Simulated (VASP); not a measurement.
Set up this calculation in VASP 6.6.1, as the native input.

* Task: relaxation of cell and atoms
* Functional: PBE
* Dispersion: D3(BJ)
* Potentials or basis: VASP PAW PBE potentials, release 64 (Li_sv, Cl)
* Cutoff: 750 eV
* k mesh: 8 × 8 × 8
* Occupations: gaussian, width 0.02 eV
* Spin: no spin polarisation
* Dipole correction: no
* Further INCAR settings: ALGO = Normal; EDIFF = 1e-07; IBRION = 2; EDIFFG = -0.02; NSW = 70; ISIF = 3

The structure of LiCl lies in POSCAR:

```
LiCl
1.0
    0.0000000000      2.5421220000      2.5421220000
    2.5421220000      0.0000000000      2.5421220000
    2.5421220000      2.5421220000      0.0000000000
Li Cl
1 1
Direct
    0.0000000000      0.0000000000      0.0000000000
    0.5000000000      0.5000000000      0.5000000000
```

One way to write it, as run:

INCAR

```
SYSTEM = LiCl
ALGO = Normal
EDIFF = 1E-7
EDIFFG = -0.02
ENCUT = 750
GGA = PE
GGA_COMPAT = .False.
IBRION = 2
ISIF = 3
ISMEAR = 0
IVDW = 12
LASPH = .True.
LCHARG = .False.
LREAL = .False.
LWAVE = .False.
NELM = 120
NELMIN = 4
NSW = 70
PREC = Accurate
SIGMA = 0.02
```

KPOINTS

```
k-points
0
Gamma
  8 8 8
  0 0 0
```

Potentials or basis: VASP PAW PBE potentials, release 64 (Li_sv, Cl).

Command:

```sh
$ cat potpaw_PBE.64/Li_sv/POTCAR potpaw_PBE.64/Cl/POTCAR > POTCAR
$ mpirun -np 1 vasp_std > vasp.out
```

It gave:

```yaml
Relaxed_volume: 15.93 Å³/atom
Relaxed_cell: a = 3.558 Å, b = 3.558 Å, c = 3.558 Å, α = 60.00°, β = 60.00°, γ = 60.00°
Space_group_after_relaxing_to_0.1_Å: Fm-3m (No. 225)
Energy_gained_by_relaxing: 1.8 meV/atom
Ionic_steps: 3
Pressure_after_relaxing: 0.0 GPa
Band_gap_on_the_k_mesh: 6.68 eV
Dispersion_energy_per_atom: -0.239 eV
```

Wall time 33 s on 1 thread of AMD EPYC 7R43 64-Core Processor (Zen 3), on a shared host, peak memory 0.15 GiB.
